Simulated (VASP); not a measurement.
Write the native input for VASP 6.6.1 that does the following.

| Item | Value |
| --- | --- |
| Task | band structure |
| Functional | PBE |
| Potentials or basis | VASP PAW PBE potentials, release 64 (I, K_sv) |
| Cutoff | 520 eV |
| k mesh | 7 × 7 × 7 |
| Occupations | gaussian, width 0.03 eV |
| Spin | non-collinear spin, zero start, spin-orbit coupling |
| Starting moments | [[0.0, 0.0, 0.0], [0.0, 0.0, 0.0]] μB |
| Tolerance level | standard |
| Purpose | bands |
| Route | KPOINTS_OPT |
| Further INCAR settings | ALGO = Normal; EDIFF = 1e-07; NBANDS = 60 |

The structure of KI lies in POSCAR:

```
KI
1.0
    0.0000000000      3.5327750000      3.5327750000
    3.5327750000      0.0000000000      3.5327750000
    3.5327750000      3.5327750000      0.0000000000
I K
1 1
Direct
    0.5000000000      0.5000000000      0.5000000000
    0.0000000000      0.0000000000      0.0000000000
```

The input as run:

INCAR

```
GGA = PE
LSORBIT = True
MAGMOM = 0 0 0 0 0 0
LORBIT = 11
ISMEAR = 0
SIGMA = 0.03
LWAVE = False
LCHARG = False
NBANDS = 60
PREC = Accurate
LASPH = True
LREAL = False
ALGO = Normal
EDIFF = 1E-7
NELM = 200
GGA_COMPAT = False
ENCUT = 520
EFERMI = MIDGAP
```

KPOINTS

```
Automatic mesh
0
Gamma
  7 7 7
  0 0 0
```

KPOINTS_OPT

```
path GXWKGLUWLK,UX
32
line-mode
reciprocal
 0.0000000000  0.0000000000  0.0000000000  G
 0.5000000000  0.0000000000  0.5000000000  X

 0.5000000000  0.0000000000  0.5000000000  X
 0.5000000000  0.2500000000  0.7500000000  W

 0.5000000000  0.2500000000  0.7500000000  W
 0.3750000000  0.3750000000  0.7500000000  K

 0.3750000000  0.3750000000  0.7500000000  K
 0.0000000000  0.0000000000  0.0000000000  G

 0.0000000000  0.0000000000  0.0000000000  G
 0.5000000000  0.5000000000  0.5000000000  L

 0.5000000000  0.5000000000  0.5000000000  L
 0.6250000000  0.2500000000  0.6250000000  U

 0.6250000000  0.2500000000  0.6250000000  U
 0.5000000000  0.2500000000  0.7500000000  W

 0.5000000000  0.2500000000  0.7500000000  W
 0.5000000000  0.5000000000  0.5000000000  L

 0.5000000000  0.5000000000  0.5000000000  L
 0.3750000000  0.3750000000  0.7500000000  K

 0.6250000000  0.2500000000  0.6250000000  U
 0.5000000000  0.0000000000  0.5000000000  X
```

Potentials or basis: VASP PAW PBE potentials, release 64 (I, K_sv).

Run with:

```bash
$ cat potpaw_PBE.64/I/POTCAR potpaw_PBE.64/K_sv/POTCAR > POTCAR
$ mpirun -np 1 vasp_ncl > vasp.out
```

Results of the run:

```json
{"Pressure": "0.6 GPa", "Net moment": "0.00 μB per cell", "Valence electrons inside the program's atomic spheres": "I 4.35; K 7.56"}
```

Wall time 37 min on 1 thread of Intel(R) Xeon(R) Platinum 8259CL CPU @ 2.50GHz (Skylake/Cascade Lake), with other jobs on the host, peak memory 0.61 GiB.
